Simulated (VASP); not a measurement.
# Al4Ir (P1) in VASP: relaxation of cell and atoms with PBE

Aim: the relaxation of cell and atoms of Al4Ir with PBE.

Everything below comes from runs of VASP 6.6.1. Logs are shortened: lines on timing, memory, paths and dates and some standing lists are left out, and cuts for length are marked.

**1. The cell of the first run**

The typed cell holds 10 atoms: a = 5.275 Å, b = 7.640 Å, c = 7.878 Å, α = 120.67°, β = 90.14°, γ = 89.57°.

**2. Relaxation of cell and atoms, PBE**

File INCAR:

```
  ALGO = Fast
  EDIFF = 1E-7
  EDIFFG = -0.025
  ENCUT = 600
  GGA = PE
  IBRION = 2
  ISIF = 3
  ISMEAR = 0
  LASPH = T
  LCHARG = F
  LREAL = F
  LWAVE = F
  NELM = 60
  NSW = 80
  PREC = Accurate
  SIGMA = 0.2
```

File KPOINTS:

```
k-points
0
Gamma
  4 3 3
```

File POSCAR:

```
Al4Ir
1.0
    0.0199165906      0.0036578550      5.2749542244
    7.6395702701     -0.1130501297      0.0289368390
   -3.9176894192      6.8343814295     -0.0098659257
Al Ir
8 2
Direct
    0.4649417873      0.5026998514      0.5315672978
    0.5008134916      0.4878369032     -0.0243035590
    0.5335099276      0.0239806097      0.5036614496
   -0.0033762157      0.4897711666      0.4843091981
   -0.0514708078      0.4700507670     -0.0063934024
    0.0176942789     -0.0054135390      0.5094982874
    0.7397590486      0.3365189314      0.6956789236
    0.2842057317      0.6765884555      0.3354480483
    0.2945315564      0.3323347281      0.6525202182
    0.7193912014      0.6856321261      0.3180135384
```

Potentials or basis: VASP PAW PBE potentials, release 64 (Al, Ir).

Command:

```
$ cat potpaw_PBE.64/Al/POTCAR potpaw_PBE.64/Ir/POTCAR > POTCAR
$ mpirun -np 1 vasp_std > vasp.out
```

OUTCAR:

```text
EDIFF = 1E-7
   EDIFFG = -0.025
   ENCUT = 600
   GGA = PE
   IBRION = 2
   ISIF = 3
   ISMEAR = 0
   LASPH = T
   LREAL = F
   NELM = 60
   NSW = 80
   PREC = Accurate

 ion  position               nearest neighbor table
   1  0.465  0.503  0.532-   9 2.17   4 2.49   7 2.65   8 2.67   4 2.82  10 3.00
   2  0.501  0.488  0.976-   7 2.28   5 2.37   9 2.45  10 2.60   8 2.69   5 2.92
   3  0.534  0.024  0.504-   7 2.35   9 2.38  10 2.43   6 2.56   8 2.64   6 2.73
   4  0.997  0.490  0.484-   1 2.49   9 2.69   8 2.73   1 2.82   7 2.83  10 2.84
   5  0.949  0.470  0.994-   7 2.31   2 2.37  10 2.53   2 2.92   8 2.93   9 2.96
   6  0.018  0.995  0.509-   8 2.51   3 2.56  10 2.60   9 2.67   7 2.68   3 2.73
   7  0.740  0.337  0.696-   2 2.28   5 2.31   3 2.35   9 2.37   1 2.65   6 2.68   4 2.83   9 2.95

   8  0.284  0.677  0.335-  10 2.30   6 2.51   3 2.64   1 2.67   2 2.69   4 2.73   5 2.93  10 2.98

   9  0.295  0.332  0.653-   1 2.17   7 2.37   3 2.38   2 2.45   6 2.67   4 2.69   7 2.95   5 2.96

  10  0.719  0.686  0.318-   8 2.30   3 2.43   5 2.53   6 2.60   2 2.60   4 2.84   8 2.98   1 3.00

  LATTYP: Found a triclinic cell.
 ALAT       =     5.2749930919
 B/A-ratio  =     1.7707973350
 C/A-ratio  =     1.7538738333
 COS(alpha) =     0.0005346858
 COS(beta)  =     0.5639294415
 COS(gamma) =     0.5687623636

  Lattice vectors:

 A1 = (   0.0199165906,   0.0036578550,   5.2749542244)
 A2 = (   3.7417974415,   6.7249891548,   5.2940251377)
 A3 = (  -7.6196536795,   0.1167079847,   5.2460173854)

Analysis of symmetry for initial positions (statically):
=====================================================================
 Subroutine PRICEL returns:
 Original cell was already a primitive cell.

 Routine SETGRP: Setting up the symmetry group for a
 triclinic supercell.

 Subroutine GETGRP returns: Found  1 space group operations
 (whereof  1 operations were pure point group operations)
 out of a pool of  2 trial point group operations.

The static configuration has the point symmetry C_1 .

Analysis of symmetry for dynamics (positions and initial velocities):
=====================================================================
 Subroutine PRICEL returns:
 Original cell was already a primitive cell.

 Routine SETGRP: Setting up the symmetry group for a
 triclinic supercell.

 Subroutine GETGRP returns: Found  1 space group operations
 (whereof  1 operations were pure point group operations)
 out of a pool of  2 trial point group operations.

The dynamic configuration has the point symmetry C_1 .

 Subroutine INISYM returns: Found  1 space group operations
 (whereof  1 operations are pure point group operations),
 and found     1 'primitive' translations

----------------------------------------------------------------------------------------

                                     Primitive cell

  volume of cell :     273.0742

  direct lattice vectors                    reciprocal lattice vectors
     0.019916591  0.003657855  5.274954224    -0.000720134 -0.000139135  0.189577920
     7.639570270 -0.113050130  0.028936839     0.132019368  0.075676994 -0.000550941
    -3.917689419  6.834381429 -0.009865926     0.002184169  0.147570898 -0.000110578

  length of vectors
     5.274993092  7.640461477  7.877636527     0.189579339  0.152172351  0.147587102

  position of ions in fractional coordinates (direct lattice)
     0.464941787  0.502699851  0.531567298
     0.500813492  0.487836903  0.975696441
     0.533509928  0.023980610  0.503661450
     0.996623784  0.489771167  0.484309198
     0.948529192  0.470050767  0.993606598
     0.017694279  0.994586461  0.509498287
     0.739759049  0.336518931  0.695678924
     0.284205732  0.676588456  0.335448048
     0.294531556  0.332334728  0.652520218
     0.719391201  0.685632126  0.318013538

  ion indices of the primitive-cell ions
   primitive index   ion index
                 1           1
                 2           2
                 3           3
                 4           4
                 5           5
                 6           6
                 7           7
                 8           8
                 9           9
                10          10

----------------------------------------------------------------------------------------

 KPOINTS: k-points

Automatic generation of k-mesh.
 Grid dimensions read from file:
 generate k-points for:    4    3    3

 Generating k-lattice:

  Cartesian coordinates                     Fractional coordinates (reciprocal lattice)
    -0.000180034 -0.000034784  0.047394480     0.250000000  0.000000000 -0.000000000
     0.044006456  0.025225665 -0.000183647    -0.000000000  0.333333333  0.000000000
     0.000728056  0.049190299 -0.000036859    -0.000000000  0.000000000  0.333333333

  Length of vectors
     0.047394835  0.050724117  0.049195701

  Shift w.r.t. Gamma in fractional coordinates (k-lattice)
     0.000000000  0.000000000  0.000000000

 Subroutine IBZKPT returns following result:
 ===========================================

 Found     19 irreducible k-points:

 Following reciprocal coordinates:
            Coordinates               Weight
  0.000000  0.000000  0.000000      1.000000
  0.250000 -0.000000  0.000000      2.000000
  0.500000 -0.000000  0.000000      1.000000
  0.000000  0.333333  0.000000      2.000000
  0.250000  0.333333  0.000000      2.000000
  0.500000  0.333333  0.000000      2.000000
[... 11 lines left out ...]
  0.500000 -0.333333  0.333333      2.000000
 -0.250000 -0.333333  0.333333      2.000000
   k-points           NKPTS =     19   k-points in BZ     NKDIM =     19   number of bands    NBANDS=     27
   number of dos      NEDOS =    301   number of ions     NIONS =     10
   total plane-waves  NPLWV = 172032
   dimension x,y,z NGX =    42 NGY =   64 NGZ =   64
   dimension x,y,z NGXF=    84 NGYF=  128 NGZF=  128
   ions per type =               8   2
   NGX,Y,Z   is equivalent  to a cutoff of  13.24, 13.93, 13.51 a.u.
   NGXF,Y,Z  is equivalent  to a cutoff of  26.47, 27.85, 27.01 a.u.
 SYSTEM =  unknown system
   PREC   = accura    normal or accurate (medium, high low for compatibility)
   ISTART =      0    job   : 0-new  1-cont  2-samecut
   ICHARG =      2    charge: 1-file 2-atom 10-const
   ISPIN  =      1    spin polarized calculation?
   LNONCOLLINEAR =      F non collinear calculations
   LSORBIT =      F    spin-orbit coupling
   LASPH  =      T    aspherical Exc in radial PAW
   ENCUT  =  600.0 eV  44.10 Ry    6.64 a.u.  10.54 15.26 15.73*2*pi/ulx,y,z
   NELM   =     60;   NELMIN=  2; NELMDL= -5     # of ELM steps
   EDIFF  = 0.1E-06   stopping-criterion for ELM
   LREAL  =      F    real-space projection
   EDIFFG = -.3E-01   stopping-criterion for IOM
   NSW    =     80    number of steps for IOM
   IBRION =      2    ionic relax: 0-MD 1-quasi-New 2-CG
   NFREE  =      1    steps in history (QN), initial steepest desc. (CG)
   ISIF   =      3    stress and relaxation
   ISYM   =      2    0-nonsym 1-usesym 2-fastsym
   POTIM  = 0.5000    time-step for ionic-motion
   TEBEG  =    0.0;   TEEND  =   0.0 temperature during run
   PSTRESS=    0.0 pullay stress
   NELECT =      42.0000    total number of electrons
   NUPDOWN=      -1.0000    fix difference up-down
   EMIN   =  10.00;   EMAX   =-10.00  energy-range for DOS
   EFERMI =   0.00;   METHOD = LEGACY
   ISMEAR =     0;   SIGMA  =   0.20  broadening in eV -4-tet -1-fermi 0-gaus
   EFERMI_NEDOS =   21; number of points for ismear=-14 and -15
   IALGO  =     68    algorithm
   IMIX   =      4    mixing-type and parameters
     AMIX     =   0.40;   BMIX     =  1.00
     AMIX_MAG =   1.60;   BMIX_MAG =  1.00
  volume/ion in A,a.u.               =      27.31       184.28
  Fermi-wavevector in a.u.,A,eV,Ry     =   0.877131  1.657537 10.467757  0.769358
  Thomas-Fermi vector in A             =   1.997037
   LORBIT       =      0    0 simple, 1 ext, 2 COOP (PROOUT), +10 PAW based schemes
   GGA     = PE    functional components
   LHFCALC =     F    Hartree Fock is set to
   AEXX    =    0.0000 exact exchange contribution
   IVDW    =     0    specifies the selected vdW correction
   LEPSILON=     F    determine dielectric tensor
   LRPA    =     F    only Hartree local field effects (RPA)
 conjugate gradient relaxation of ions
 non-spin polarized calculation
 RMM-DIIS sequential band-by-band and
 Gauss-broadening in eV      SIGMA  =   0.20
  energy-cutoff  :      600.00
  volume of cell :      273.07
 maximum number of plane-waves:      9136
   NGX = 21   NGY = 31   NGZ = 31

--------------------------------------- Ionic step        1  -------------------------------------------

 number of electron      42.0000000 magnetization

 Free energy of the ion-electron system (eV)
  ---------------------------------------------------
  ext. energy  EPLUGINS =         0.00000000
  ---------------------------------------------------
  free energy    TOTEN  =       -45.86950101 eV

  energy without entropy =      -45.79725067  energy(sigma->0) =      -45.83337584

------------------------ aborting loop because EDIFF is reached ----------------------------------------

  FORCE on cell =-STRESS in cart. coord.  units (eV):
  Direction    XX          YY          ZZ          XY          YZ          ZX
  --------------------------------------------------------------------------------------
  -------------------------------------------------------------------------------------
  Total        4.6100517      6.0345583     10.8259300      2.3135867     -1.2975143      1.1094603
  in kB       27.0480329     35.4058784     63.5177498     13.5742444     -7.6127585      6.5094105
  external PRESSURE =      41.9905537 kB  Pullay stress =       0.0000000 kB
[... 113 lines left out ...]
  FREE ENERGIE OF THE ION-ELECTRON SYSTEM (eV)
  ---------------------------------------------------
  free  energy   TOTEN  =       -47.8535847818 eV

  energy  without entropy=      -47.7806960395  energy(sigma->0) =      -47.81714041

[... ionic steps 4 to 23 ...]

--------------------------------------- Ionic step       24  -------------------------------------------

 number of electron      42.0000002 magnetization

------------------------ aborting loop because EDIFF is reached ----------------------------------------

  FORCE on cell =-STRESS in cart. coord.  units (eV):
  Direction    XX          YY          ZZ          XY          YZ          ZX
  --------------------------------------------------------------------------------------
  -------------------------------------------------------------------------------------
  Total        0.0200506     -0.0261254      0.0331916     -0.0289523      0.0053674     -0.0247189
  in kB        0.1203584     -0.1568242      0.1992408     -0.1737932      0.0322191     -0.1483812
  external PRESSURE =       0.0542583 kB  Pullay stress =       0.0000000 kB
[... 73 lines left out ...]
  energy  without entropy=      -48.8273142405  energy(sigma->0) =      -48.85956110

--------------------------------------- Ionic step       26  -------------------------------------------

 number of electron      42.0000002 magnetization

 Free energy of the ion-electron system (eV)
  ---------------------------------------------------
  ext. energy  EPLUGINS =         0.00000000
  ---------------------------------------------------
  free energy    TOTEN  =       -48.89203374 eV

  energy without entropy =      -48.82755600  energy(sigma->0) =      -48.85979487

 E-fermi :   3.5901     XC(G=0):  -7.8344

 val. band max:        3.5486580006   @ k =   0.0000   0.0000   0.0000
 cond. band min:       3.6871580503   @ k =   0.2500  -0.0000   0.0000
 fundamental gap:      0.1385000496
 Fermi energy:         3.5901335173

 k-point     1 :       0.0000    0.0000    0.0000
  band No.  band energies     occupation
      1      -6.2355      2.00000
      2      -4.2255      2.00000
      3      -3.4721      2.00000
      4      -3.4240      2.00000
      5      -1.2262      2.00000
      6      -0.7182      2.00000
[... 596 lines left out ...]
  FREE ENERGIE OF THE ION-ELECTRON SYSTEM (eV)
  ---------------------------------------------------
  free  energy   TOTEN  =       -48.8920337396 eV

  energy  without entropy=      -48.8275559952  energy(sigma->0) =      -48.85979487

 reached required accuracy - stopping structural energy minimisation
```

It took 44 min on 1 thread of AMD EPYC 9R45 (Zen 5), shared host; peak memory 0.5 GiB.

Results:

```
Free energy                           : -48.8920 eV
Relaxed volume                        : 26.70 Å³/atom
Relaxed cell                          : a = 5.269 Å, b = 7.585 Å, c = 7.637 Å, α = 119.00°, β = 90.00°, γ = 90.00°
Space group after relaxing (to 0.1 Å) : Cmcm (No. 63)
Energy gained by relaxing             : 302.3 meV/atom
Ionic steps                           : 26
Pressure after relaxing               : 0.0 GPa
Largest force after relaxing          : 0.021 eV/Å
Band gap on the k mesh                : zero (bands 21 and 22 overlap by 0.69 eV)
```

Forces in eV/Å, atoms in the order of the input:
```
Al  -0.005 -0.014 -0.002
Al  -0.018  0.003 -0.005
Al   0.001  0.015  0.013
Al   0.002 -0.015  0.007
Al  -0.005  0.013 -0.003
Al   0.006  0.014 -0.002
Al   0.014 -0.011 -0.010
Al  -0.001  0.004 -0.001
Ir   0.008 -0.014  0.002
Ir  -0.002  0.003  0.001
```

The path:
| step | energy change (eV) | largest force (eV/Å) | pressure (GPa) | volume (Å³) |
| --- | --- | --- | --- | --- |
| 1 | 0.0000 | 5.3627 | 4.20 | 273.07 |
| 2 | -1.7687 | 1.0644 | -6.62 | 302.22 |
| 3 | -1.9841 | 1.3226 | -4.73 | 292.93 |
| 4 | -2.7693 | 0.8366 | 0.75 | 265.99 |
| 5 | -2.7698 | 0.8560 | 0.59 | 266.54 |
| 6 | -2.8901 | 0.5650 | 0.22 | 266.51 |
| 7 | -2.9095 | 0.5284 | 0.09 | 266.47 |
| 8 | -2.9691 | 0.2805 | -0.22 | 267.09 |
| 9 | -2.9852 | 0.1977 | -0.43 | 267.60 |
| 10 | -2.9968 | 0.1680 | 0.59 | 264.39 |
| 11 | -2.9976 | 0.1645 | 0.38 | 265.01 |
| 12 | -3.0063 | 0.1078 | 0.05 | 266.33 |
| 13 | -3.0066 | 0.1209 | -0.03 | 266.68 |
| 14 | -3.0099 | 0.0934 | -0.07 | 266.80 |
| 15 | -3.0109 | 0.1008 | -0.10 | 266.90 |
| 16 | -3.0133 | 0.0815 | 0.16 | 266.07 |
| 17 | -3.0137 | 0.0719 | 0.29 | 265.65 |
| 18 | -3.0152 | 0.0637 | 0.22 | 265.87 |
| 19 | -3.0181 | 0.0693 | 0.05 | 266.52 |
| 20 | -3.0167 | 0.1474 | -0.32 | 267.83 |
| 21 | -3.0187 | 0.0946 | -0.09 | 266.98 |
| 22 | -3.0203 | 0.0717 | -0.06 | 266.97 |
| 23 | -3.0217 | 0.0483 | 0.00 | 266.94 |
| 24 | -3.0221 | 0.0291 | 0.01 | 266.91 |
| 25 | -3.0223 | 0.0308 | 0.02 | 266.88 |
| 26 | -3.0225 | 0.0205 | -0.02 | 266.97 |

Final structure:
```yaml
crystal:
  lattice:
    - [-0.00085, 0.00046, 5.26937]
    - [7.58527, 0.04837, 0.00077]
    - [-3.74446, 6.65555, -0.00130]
  atoms:
    - { symbol: Al, position: [0.50018, 0.50164, 0.50214] }
    - { symbol: Al, position: [0.50026, 0.50138, 0.99991] }
    - { symbol: Al, position: [0.49948, 0.99952, 0.49804] }
    - { symbol: Al, position: [0.99972, 0.50102, 0.50161] }
    - { symbol: Al, position: [0.00018, 0.49919, 0.99983] }
    - { symbol: Al, position: [0.00004, 0.99931, 0.49850] }
    - { symbol: Al, position: [0.75016, 0.33163, 0.66998] }
    - { symbol: Al, position: [0.24999, 0.66661, 0.32993] }
    - { symbol: Ir, position: [0.25003, 0.33269, 0.66898] }
    - { symbol: Ir, position: [0.74996, 0.66702, 0.33109] }
```

Caveat: spin-orbit coupling is left out, which moves the levels of the heavy elements.

The gap in the log of VASP goes by the Fermi energy; the results here count the filled bands.